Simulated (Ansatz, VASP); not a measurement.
# One calculation of TiSi, two programs

```
CELL_PARAMETERS angstrom
3.69396 0.00000 0.00000
0.00000 7.63322 0.00000
0.00000 0.00000 4.06884
ATOMIC_POSITIONS crystal
Ti 0.00000 0.50000 0.05064
Ti 0.50000 0.50000 0.55066
Ti 0.50000 0.00000 0.55069
Ti 0.00000 0.00000 0.05079
Si 0.00000 0.75000 0.55077
Si 0.00000 0.25000 0.55077
Si 0.50000 0.24999 0.05083
Si 0.50000 0.75001 0.05083
```

Alike in both runs: functional r2SCAN; k mesh 6 × 4 × 4; occupations gaussian, width 0.1 eV; no spin polarisation.

Ansatz relaxed the structure, and its values are those at the end. VASP's run is a single point on that final structure, the one shown.

```csv
,VASP,Ansatz
version,VASP 6.6.1,Ansatz 0.2.0
potentials or method,"VASP PAW PBE potentials, release 64 (Ti_sv, Si), cutoff 520 eV","scalar-relativistic, plane waves, PAW"
valence electrons in the cell,64,64
```

Ansatz gave:

| Property | Result |
| --- | --- |
| gap on the k mesh at the Fermi level (eV) | none |
| pressure (GPa) | 0.0 |

Q: What did VASP give for the same quantities?

A: gap on the k mesh at the Fermi level (eV): none; pressure (GPa): 0.4.

VASP's potentials were made for PBE, not for r2SCAN. A gap of «none» marks a metal or a gap that the smearing closes. With one functional, cell and mesh, what is left measures potentials, basis and numerics.

The k mesh is coarse, so the values compare programs but aren't converged.
